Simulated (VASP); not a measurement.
A run of VASP 6.6.1:

File INCAR:

```
PREC = Accurate ; ENCUT = 520
EDIFF = 1E-6 ; ISMEAR = 0
SIGMA = 0.01 ; LREAL = F
LASPH = T ; NELM = 100
ALGO = Normal ; ISIF = 2
LWAVE = F ; LCHARG = F
GGA = PE ; NBANDS = 19
```

File KPOINTS:

```
regular mesh
0
Gamma
  6 6 2
```

POSCAR

```
SrCl2
1.0
    4.4072489239      0.0000000000      0.0000000000
   -2.2036244619      3.8167895289      0.0000000000
    0.0000000000      0.0000000000      5.5960649219
Sr Cl
1 2
Direct
    0.0000000000      0.0000000000      0.0000000000
    0.3333333333      0.6666666667      0.2486950223
    0.6666666667      0.3333333333      0.7513049777
```

Potentials or basis: VASP PAW PBE potentials, release 64 (Sr_sv, Cl).

The run is started by

```sh
$ cat potpaw_PBE.64/Sr_sv/POTCAR potpaw_PBE.64/Cl/POTCAR > POTCAR
$ mpirun -np 1 vasp_std > vasp.out
```

Hardware: 1 thread of Intel(R) Xeon(R) 6975P-C (Granite Rapids) (shared host).

Question: Estimate the wall time of this run.

Answer: Wall time 13 s on 1 thread of Intel(R) Xeon(R) 6975P-C (Granite Rapids), on a shared host, peak memory 0.22 GiB. Counts: scf iterations 14, k points 14.
